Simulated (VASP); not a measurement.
# Ru (P6_3/mmc) in VASP: single point with PBEsol

Aim: the single point of Ru with PBEsol.

All numbers are computed with VASP 6.6.1; they aren't measurements. Logs are shortened: lines on timing, memory, paths and dates and some standing lists are left out, and cuts for length are marked.

## Step 1: The cell of the first run

It takes space group P6_3/mmc (No. 194, hexagonal). Conventional cell: a = 2.690 Å, b = 2.690 Å, c = 4.252 Å, α = 90.00°, β = 90.00°, γ = 120.00°. Within 3.5 Å of Ru (site symmetry -6m2) lie 12 Ru at 2.63 to 2.69 Å.

## Step 2: Single point, PBEsol

INCAR reads:

```
ALGO = Normal ; EDIFF = 1E-6
ENCUT = 500 ; GGA = PS
GGA_COMPAT = F ; ISIF = 2
ISMEAR = 0 ; LASPH = T
LCHARG = F ; LREAL = F
LWAVE = F ; NBANDS = 21
NELM = 120 ; PREC = Accurate
SIGMA = 0.1
```

KPOINTS reads:

```
k-points
0
Gamma
  6 6 4
```

POSCAR reads:

```
Ru
1.0
    2.6896614238      0.0000000000      0.0000000000
   -1.3448307119      2.3293151206      0.0000000000
    0.0000000000      0.0000000000      4.2523154401
Ru
2
Direct
    0.3333333333      0.6666666667      0.2500000000
    0.6666666667      0.3333333333      0.7500000000
```

Potentials or basis: VASP PAW PBE potentials, release 64 (Ru_pv).

On the command line:

```sh
> cat potpaw_PBE.64/Ru_pv/POTCAR > POTCAR
> mpirun -np 1 vasp_std > vasp.out
```

OUTCAR:

```text
EDIFF = 1E-6
   ENCUT = 500
   GGA = PS
   ISIF = 2
   ISMEAR = 0
   LASPH = T
   LREAL = F
   NELM = 120
   PREC = Accurate

 ion  position               nearest neighbor table
   1  0.333  0.667  0.250-   2 2.63   2 2.63   2 2.63   2 2.63   2 2.63   2 2.63
   2  0.667  0.333  0.750-   1 2.63   1 2.63   1 2.63   1 2.63   1 2.63   1 2.63

  LATTYP: Found a hexagonal cell.
 ALAT       =     2.6896614238
 C/A-ratio  =     1.5809853993

  Lattice vectors:

 A1 = (   2.6896614238,   0.0000000000,   0.0000000000)
 A2 = (  -1.3448307119,   2.3293151206,   0.0000000000)
 A3 = (   0.0000000000,   0.0000000000,   4.2523154401)

Analysis of symmetry for initial positions (statically):
=====================================================================
 Subroutine PRICEL returns:
 Original cell was already a primitive cell.

 Routine SETGRP: Setting up the symmetry group for a
 hexagonal supercell.

 Subroutine GETGRP returns: Found 24 space group operations
 (whereof 12 operations were pure point group operations)
 out of a pool of 24 trial point group operations.

The static configuration has the point symmetry D_3d.
 The point group associated with its full space group is D_6h.

Analysis of symmetry for dynamics (positions and initial velocities):
=====================================================================
 Subroutine PRICEL returns:
 Original cell was already a primitive cell.

 Routine SETGRP: Setting up the symmetry group for a
 hexagonal supercell.

 Subroutine GETGRP returns: Found 24 space group operations
 (whereof 12 operations were pure point group operations)
 out of a pool of 24 trial point group operations.

The dynamic configuration has the point symmetry D_3d.
 The point group associated with its full space group is D_6h.

 Subroutine INISYM returns: Found 24 space group operations
 (whereof 12 operations are pure point group operations),
 and found     1 'primitive' translations

----------------------------------------------------------------------------------------

                                     Primitive cell

  volume of cell :      26.6410

  direct lattice vectors                    reciprocal lattice vectors
     2.689661424  0.000000000  0.000000000     0.371794008  0.214655370  0.000000000
    -1.344830712  2.329315121  0.000000000     0.000000000  0.429310741  0.000000000
     0.000000000  0.000000000  4.252315440     0.000000000  0.000000000  0.235165997

  length of vectors
     2.689661424  2.689661424  4.252315440     0.429310741  0.429310741  0.235165997

  position of ions in fractional coordinates (direct lattice)
     0.333333333  0.666666667  0.250000000
     0.666666667  0.333333333  0.750000000

  ion indices of the primitive-cell ions
   primitive index   ion index
                 1           1
                 2           2

----------------------------------------------------------------------------------------

 KPOINTS: k-points

Automatic generation of k-mesh.
 Grid dimensions read from file:
 generate k-points for:    6    6    4

 Generating k-lattice:

  Cartesian coordinates                     Fractional coordinates (reciprocal lattice)
     0.061965668  0.035775895  0.000000000     0.166666667 -0.000000000  0.000000000
     0.000000000  0.071551790  0.000000000     0.000000000  0.166666667  0.000000000
     0.000000000  0.000000000  0.058791499     0.000000000  0.000000000  0.250000000

  Length of vectors
     0.071551790  0.071551790  0.058791499

  Shift w.r.t. Gamma in fractional coordinates (k-lattice)
     0.000000000  0.000000000  0.000000000

 Subroutine IBZKPT returns following result:
 ===========================================

 Found     21 irreducible k-points:

 Following reciprocal coordinates:
            Coordinates               Weight
  0.000000  0.000000  0.000000      1.000000
  0.166667  0.000000  0.000000      6.000000
  0.333333  0.000000  0.000000      6.000000
  0.500000  0.000000  0.000000      3.000000
  0.166667  0.166667  0.000000      6.000000
  0.333333  0.166667  0.000000     12.000000
[... 13 lines left out ...]
  0.333333  0.166667  0.500000     12.000000
  0.333333  0.333333  0.500000      2.000000
   k-points           NKPTS =     21   k-points in BZ     NKDIM =     21   number of bands    NBANDS=     21
   number of dos      NEDOS =    301   number of ions     NIONS =      2
   total plane-waves  NPLWV =  12800
   dimension x,y,z NGX =    20 NGY =   20 NGZ =   32
   dimension x,y,z NGXF=    40 NGYF=   40 NGZF=   64
   ions per type =               2
   NGX,Y,Z   is equivalent  to a cutoff of  12.36, 12.36, 12.51 a.u.
   NGXF,Y,Z  is equivalent  to a cutoff of  24.72, 24.72, 25.02 a.u.
 SYSTEM =  unknown system
   PREC   = accura    normal or accurate (medium, high low for compatibility)
   ISTART =      0    job   : 0-new  1-cont  2-samecut
   ICHARG =      2    charge: 1-file 2-atom 10-const
   ISPIN  =      1    spin polarized calculation?
   LNONCOLLINEAR =      F non collinear calculations
   LSORBIT =      F    spin-orbit coupling
   LASPH  =      T    aspherical Exc in radial PAW
   ENCUT  =  500.0 eV  36.75 Ry    6.06 a.u.   4.90  4.90  7.75*2*pi/ulx,y,z
   NELM   =    120;   NELMIN=  2; NELMDL= -5     # of ELM steps
   EDIFF  = 0.1E-05   stopping-criterion for ELM
   LREAL  =      F    real-space projection
   EDIFFG = 0.1E-04   stopping-criterion for IOM
   NSW    =      0    number of steps for IOM
   IBRION =     -1    ionic relax: 0-MD 1-quasi-New 2-CG
   NFREE  =      0    steps in history (QN), initial steepest desc. (CG)
   ISIF   =      2    stress and relaxation
   ISYM   =      2    0-nonsym 1-usesym 2-fastsym
   POTIM  = 0.5000    time-step for ionic-motion
   TEBEG  =    0.0;   TEEND  =   0.0 temperature during run
   PSTRESS=    0.0 pullay stress
   NELECT =      28.0000    total number of electrons
   NUPDOWN=      -1.0000    fix difference up-down
   EMIN   =  10.00;   EMAX   =-10.00  energy-range for DOS
   EFERMI =   0.00;   METHOD = LEGACY
   ISMEAR =     0;   SIGMA  =   0.10  broadening in eV -4-tet -1-fermi 0-gaus
   EFERMI_NEDOS =   21; number of points for ismear=-14 and -15
   IALGO  =     38    algorithm
   IMIX   =      4    mixing-type and parameters
     AMIX     =   0.40;   BMIX     =  1.00
     AMIX_MAG =   1.60;   BMIX_MAG =  1.00
  volume/ion in A,a.u.               =      13.32        89.89
  Fermi-wavevector in a.u.,A,eV,Ry     =   1.664474  3.145400 37.694591  2.770474
  Thomas-Fermi vector in A             =   2.751012
   LORBIT       =      0    0 simple, 1 ext, 2 COOP (PROOUT), +10 PAW based schemes
   GGA     = PS    functional components
   LHFCALC =     F    Hartree Fock is set to
   AEXX    =    0.0000 exact exchange contribution
   IVDW    =     0    specifies the selected vdW correction
   LEPSILON=     F    determine dielectric tensor
   LRPA    =     F    only Hartree local field effects (RPA)
 non-spin polarized calculation
 Gauss-broadening in eV      SIGMA  =   0.10
  energy-cutoff  :      500.00
  volume of cell :       26.64
 maximum number of plane-waves:       699
 NGX is ok and might be reduce to    20
   NGX =  9   NGY =  9   NGZ = 15

 number of electron      27.9999997 magnetization

 Free energy of the ion-electron system (eV)
  ---------------------------------------------------
  ext. energy  EPLUGINS =         0.00000000
  ---------------------------------------------------
  free energy    TOTEN  =       -20.27287547 eV

  energy without entropy =      -20.25735707  energy(sigma->0) =      -20.26511627

 E-fermi :  13.3018     XC(G=0): -14.3989

 val. band max:       13.3001503223   @ k =   0.3333   0.1667   0.2500
 cond. band min:      13.3756678368   @ k =   0.1667   0.1667   0.2500
 fundamental gap:      0.0755175146
 Fermi energy:        13.3018058210

 k-point     1 :       0.0000    0.0000    0.0000
  band No.  band energies     occupation
      1     -30.6311      2.00000
      2     -29.6198      2.00000
      3     -29.6198      2.00000
      4     -29.4374      2.00000
      5     -29.4374      2.00000
      6     -29.4044      2.00000
[... 13 lines left out ...]
     20      23.3089      0.00000
     21      23.6164      0.00000

 k-point     2 :       0.1667    0.0000    0.0000
  band No.  band energies     occupation
      1     -30.5334      2.00000
      2     -29.8203      2.00000
      3     -29.6858      2.00000
      4     -29.6433      2.00000
      5     -29.4659      2.00000
      6     -29.4517      2.00000
[... 13 lines left out ...]
     20      23.3089      0.00000
     21      23.4734      0.00000

 k-point     3 :       0.3333    0.0000    0.0000
  band No.  band energies     occupation
      1     -30.2941      2.00000
      2     -30.2208      2.00000
      3     -30.0305      2.00000
      4     -29.8088      2.00000
      5     -29.5894      2.00000
      6     -29.5300      2.00000
[... 13 lines left out ...]
     20      23.3073      0.00000
     21      23.3201      0.00000

 k-point     4 :       0.5000    0.0000    0.0000
  band No.  band energies     occupation
      1     -30.4197      2.00000
      2     -30.2137      2.00000
      3     -30.1149      2.00000
      4     -29.8673      2.00000
      5     -29.7174      2.00000
      6     -29.5640      2.00000
[... 13 lines left out ...]
     20      23.3059      0.00000
     21      24.2551      0.00000

 k-point     5 :       0.1667    0.1667    0.0000
  band No.  band energies     occupation
      1     -30.3628      2.00000
      2     -30.0318      2.00000
      3     -30.0074      2.00000
      4     -29.7408      2.00000
      5     -29.5729      2.00000
      6     -29.5462      2.00000
[... 13 lines left out ...]
     20      23.3084      0.00000
     21      23.3838      0.00000

 k-point     6 :       0.3333    0.1667    0.0000
  band No.  band energies     occupation
      1     -30.3164      2.00000
      2     -30.1482      2.00000
      3     -30.1181      2.00000
      4     -29.9313      2.00000
      5     -29.7141      2.00000
      6     -29.6814      2.00000
[... 13 lines left out ...]
     20      23.3069      0.00000
     21      24.3514      0.00000

 k-point     7 :       0.3333    0.3333    0.0000
  band No.  band energies     occupation
      1     -30.2732      2.00000
      2     -30.0864      2.00000
      3     -30.0864      2.00000
      4     -29.9031      2.00000
      5     -29.9031      2.00000
      6     -29.8810      2.00000
[... 13 lines left out ...]
     20      23.3099      0.00000
     21      23.3099      0.00000
[... 219 lines left out ...]
      1     -30.3503      2.00000
      2     -30.3503      2.00000
      3     -29.7142      2.00000
      4     -29.7142      2.00000
      5     -29.6707      2.00000
      6     -29.6707      2.00000
[... 13 lines left out ...]
     20      23.3072      0.00000
     21      26.8877      0.00000

 k-point    18 :       0.5000    0.0000    0.5000
  band No.  band energies     occupation
      1     -30.5125      2.00000
      2     -30.5125      2.00000
      3     -29.7173      2.00000
      4     -29.7173      2.00000
      5     -29.7110      2.00000
      6     -29.7110      2.00000
[... 13 lines left out ...]
     20      23.2891      0.00000
     21      23.8154      0.00000

 k-point    19 :       0.1667    0.1667    0.5000
  band No.  band energies     occupation
      1     -30.2475      2.00000
      2     -30.2475      2.00000
      3     -29.7549      2.00000
      4     -29.7549      2.00000
      5     -29.6303      2.00000
      6     -29.6303      2.00000
[... 13 lines left out ...]
     20      23.3079      0.00000
     21      28.6907      0.00000

 k-point    20 :       0.3333    0.1667    0.5000
  band No.  band energies     occupation
      1     -30.4244      2.00000
      2     -30.4244      2.00000
      3     -29.8904      2.00000
      4     -29.8904      2.00000
      5     -29.6324      2.00000
      6     -29.6324      2.00000
[... 13 lines left out ...]
     20      23.3038      0.00000
     21      25.0599      0.00000

 k-point    21 :       0.3333    0.3333    0.5000
  band No.  band energies     occupation
      1     -30.3661      2.00000
      2     -30.3661      2.00000
      3     -30.0799      2.00000
      4     -30.0799      2.00000
      5     -29.6101      2.00000
      6     -29.6101      2.00000
[... 13 lines left out ...]
     20      23.3124      0.00000
     21      23.9611      0.00000

------------------------ aborting loop because EDIFF is reached ----------------------------------------

  FORCE on cell =-STRESS in cart. coord.  units (eV):
  Direction    XX          YY          ZZ          XY          YZ          ZX
  --------------------------------------------------------------------------------------
  -------------------------------------------------------------------------------------
  Total        0.4645432      0.4645432     -0.5277159      0.0000000      0.0000000      0.0000000
  in kB       27.9373614     27.9373614    -31.7365271      0.0000000      0.0000000      0.0000000
  external PRESSURE =       8.0460652 kB  Pullay stress =       0.0000000 kB

 VOLUME and BASIS-vectors are now :
 -----------------------------------------------------------------------------
  energy-cutoff  :      500.00
  volume of cell :       26.64
      direct lattice vectors                 reciprocal lattice vectors
     2.689661424  0.000000000  0.000000000     0.371794008  0.214655370  0.000000000
    -1.344830712  2.329315121  0.000000000     0.000000000  0.429310741  0.000000000
     0.000000000  0.000000000  4.252315440     0.000000000  0.000000000  0.235165997

 POSITION                                       TOTAL-FORCE (eV/Angst)
 -----------------------------------------------------------------------------------
     -0.00000      1.55288      1.06308        -0.000000      0.000000      0.000000
      1.34483      0.77644      3.18924         0.000000     -0.000000      0.000000
 -----------------------------------------------------------------------------------
    total drift:                               -0.000000      0.000000     -0.000000

  FREE ENERGIE OF THE ION-ELECTRON SYSTEM (eV)
  ---------------------------------------------------
  free  energy   TOTEN  =       -20.2728754728 eV

  energy  without entropy=      -20.2573570691  energy(sigma->0) =      -20.26511627
```

It took 8.7 s on 1 thread of Intel Xeon 6975P-C (Granite Rapids), shared host; peak memory 0.14 GiB.

Results:

* Free energy: -20.2729 eV
* Pressure: 0.8 GPa
* Band gap on the k mesh: zero (band 14 reaches 14.54 eV, above the bottom of band 15 at 11.62 eV)

Stress tensor (GPa, compression positive):
```
 2.79  0.00  0.00
 0.00  2.79  0.00
 0.00  0.00 -3.17
```

Caveat: the k points lie up to 0.45 Å⁻¹ apart; the PAW data sets were made with another functional, which shifts forces and pressure a little.
